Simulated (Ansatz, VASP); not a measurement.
BaTiO3 in VASP and in Ansatz

Contents of INCAR:

```
SYSTEM = BaTiO3
  ALGO = Normal
  EDIFF = 1E-7
  ENCUT = 520
  GGA = PE
  ISIF = 2
  ISMEAR = 0
  LASPH = .True.
  LCHARG = .False.
  LDAU = .True.
  LDAUJ = 0 0 0
  LDAUL = -1 2 -1
  LDAUPRINT = 1
  LDAUTYPE = 2
  LDAUU = 0 4 0
  LMAXMIX = 4
  LREAL = .False.
  LWAVE = .False.
  NBANDS = 28
  NELM = 150
  PREC = Accurate
  SIGMA = 0.05
```

The input KPOINTS:

```
k-points
0
Gamma
  6 6 6
  0 0 0
```

POSCAR

```
BaTiO3
1.0
    4.1084248982      0.0000000000      0.0000000000
    0.0000000000      2.9451135203      2.8859184405
    0.0000000000     -2.9451135203      2.8859184405
Ba Ti O
1 1 3
Direct
    0.0000000000      0.0080771898      0.0080771898
    0.5000000000      0.5197092923      0.5197092923
    0.0000000000      0.4916268263      0.4916268263
    0.5000000000      0.4938075436      0.9829991481
    0.5000000000      0.9829991481      0.4938075436
```

Input for Ansatz:

```yaml
crystal:
  lattice:
    - [4.1084248982, 0.0, 0.0]
    - [0.0, 2.9451135203, 2.8859184405]
    - [0.0, -2.9451135203, 2.8859184405]
  atoms:
    - { symbol: Ba, position: [0.0, 0.0080771898, 0.0080771898] }
    - { symbol: Ti, position: [0.5, 0.5197092923, 0.5197092923] }
    - { symbol: O, position: [0.0, 0.4916268263, 0.4916268263] }
    - { symbol: O, position: [0.5, 0.4938075436, 0.9829991481] }
    - { symbol: O, position: [0.5, 0.9829991481, 0.4938075436] }
basis:
  ecutwfc: 420
kpoints:
  mp_grid: { grid: [6, 6, 6] }
hamiltonian:
  xc: pbe
  hubbard: { sites: [{ species: Ti, l: d, u_eff: 4.0 }] }
scf:
  occupations: { method: gaussian, width: 0.05 }
output:
  forces: true
  stress: true
  eigenvalues: true
```

Change from the starting cell: strain +0.025 along x and y, +0.000 along z, atoms carried along.

Alike in both runs: task single point; functional PBE; k mesh 6 × 6 × 6; occupations gaussian, width 0.05 eV; no spin polarisation; Hubbard terms Ti d U = 4.0 eV.

|  | VASP | Ansatz |
| --- | --- | --- |
| version | VASP 6.6.1 | Ansatz 0.2.0 |
| potentials or method | VASP PAW PBE potentials, release 64 (Ba_sv, Ti_sv, O), cutoff 520 eV | scalar-relativistic, plane waves, PAW |
| valence electrons in the cell | 40 | 40 |

```csv
,VASP,Ansatz,Ansatz less VASP
gap on the k mesh at the Fermi level (eV),2.38,2.38,+0.006
least direct gap on the mesh (eV),2.83,2.82,-0.005
pressure (GPa),-4.1,-7.0,-2.88
"traceless stress, the component that is largest in VASP (GPa)",3.21,3.17,-0.039
rms of the force components (eV/Å),0.076,0.145,+0.0691
```

The programs project onto different local orbitals, so the same U acts differently, and such runs can settle in different states. Atom by atom the forces differ by 0.207 eV/Å (rms over components).

Spin-orbit coupling is off throughout.
